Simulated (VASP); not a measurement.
Wanted: the native input for a VASP 6.6.1 run.

* Task: single point
* Functional: PBE
* Potentials or basis: VASP PAW PBE potentials, release 64 (Cd, Au)
* Cutoff: 520 eV
* k mesh: 4 × 4 × 4
* Occupations: gaussian, width 0.1 eV
* Spin: no spin polarisation
* Dipole correction: no
* Further INCAR settings: ALGO = Fast; EDIFF = 1e-06; NBANDS = 44

The structure of Cd2Au lies in POSCAR:

```
Cd2Au
1.0
    7.0105461429      0.0000000000      0.0000000000
    0.0000000000      7.0105461429      0.0000000000
    0.0000000000      0.0000000000      3.3317858782
Cd Au
4 2
Direct
    0.2741725114      0.2741725114      0.0000000000
    0.2258274886      0.7741725114      0.5000000000
    0.7258274886      0.7258274886      0.0000000000
    0.7741725114      0.2258274886      0.5000000000
    0.0000000000      0.0000000000      0.0000000000
    0.5000000000      0.5000000000      0.5000000000
```

One way to write it, as run:

INCAR

```
SYSTEM = Cd2Au
ALGO = Fast
EDIFF = 1E-6
ENCUT = 520
GGA = PE
ISIF = 2
ISMEAR = 0
LASPH = .TRUE.
LCHARG = .FALSE.
LREAL = .FALSE.
LWAVE = .FALSE.
NBANDS = 44
NELM = 80
PREC = Accurate
SIGMA = 0.1
```

KPOINTS

```
k-points
0
G
  4 4 4
  0 0 0
```

Potentials or basis: VASP PAW PBE potentials, release 64 (Cd, Au).

The run is started by

```sh
$ cat potpaw_PBE.64/Cd/POTCAR potpaw_PBE.64/Au/POTCAR > POTCAR
$ mpirun -np 1 vasp_std > vasp.out
```

It gave:

| Quantity | Value |
| --- | --- |
| Pressure | 0.6 GPa |
| Largest force | 0.015 eV/Å |
| Band gap on the k mesh | zero (bands 35 and 36 overlap by 4.19 eV) |

Caveat: the k points lie up to 0.47 Å⁻¹ apart, too coarse for converged energies and pressures of a metal; spin-orbit coupling is left out, which moves the levels of the heavy elements.

Wall time 68 s on 1 thread of Intel(R) Xeon(R) 6975P-C (Granite Rapids), on a shared host, peak memory 0.33 GiB.
